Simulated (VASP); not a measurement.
Zr:

```xyz
2
Lattice="3.2320 0.0000 0.0000 -1.6160 2.7990 0.0000 0.0000 0.0000 5.1470" Properties=species:S:1:pos:R:3 pbc="T T T"
Zr    1.6160    0.9330    3.8603
Zr    0.0000    1.8660    1.2868
```

- Program: VASP 6.6.1
- Task: relaxation of cell and atoms
- Functional: PBEsol
- Dispersion: D3(BJ)
- Potentials or basis: VASP PAW PBE potentials, release 64 (Zr_sv)
- Cutoff: 600 eV
- k mesh: 9 × 9 × 5
- Occupations: fermi-dirac, width 0.05 eV
- Spin: no spin polarisation

At the start: pressure -7.2 GPa; volume 23.28 Å³/atom.

Where does the relaxation end?

Over 6 steps the energy falls by 42.8 meV/atom and the volume is 21.50 Å³/atom (-7.6 %); space group P6_3/mmc (No. 194, to 0.1 Å) before and after.

The path:
| step | energy change (eV) | largest force (eV/Å) | pressure (GPa) | volume (Å³) |
| --- | --- | --- | --- | --- |
| 1 | 0.0000 | 0.0000 | -7.25 | 46.56 |
| 2 | 0.0031 | 0.0000 | 9.14 | 39.82 |
| 3 | -0.0842 | 0.0000 | -0.07 | 43.09 |
| 4 | -0.0842 | 0.0000 | 0.09 | 43.03 |
| 5 | -0.0854 | 0.0000 | 0.06 | 43.01 |
| 6 | -0.0857 | 0.0000 | 0.04 | 43.01 |

Final structure:
```cif
data_structure
_symmetry_space_group_name_H-M 'P 1'
_symmetry_Int_Tables_number 1
_cell_length_a 3.1314
_cell_length_b 3.1314
_cell_length_c 5.0642
_cell_angle_alpha 90.000
_cell_angle_beta 90.000
_cell_angle_gamma 120.000
_cell_volume 43.01
loop_
_atom_site_label
_atom_site_type_symbol
_atom_site_fract_x
_atom_site_fract_y
_atom_site_fract_z
_atom_site_occupancy
Zr1 Zr 0.66667 0.33333 0.75000 1
Zr2 Zr 0.33333 0.66667 0.25000 1
```

Caveat: the PAW data sets were made with another functional, which shifts forces and pressure a little.
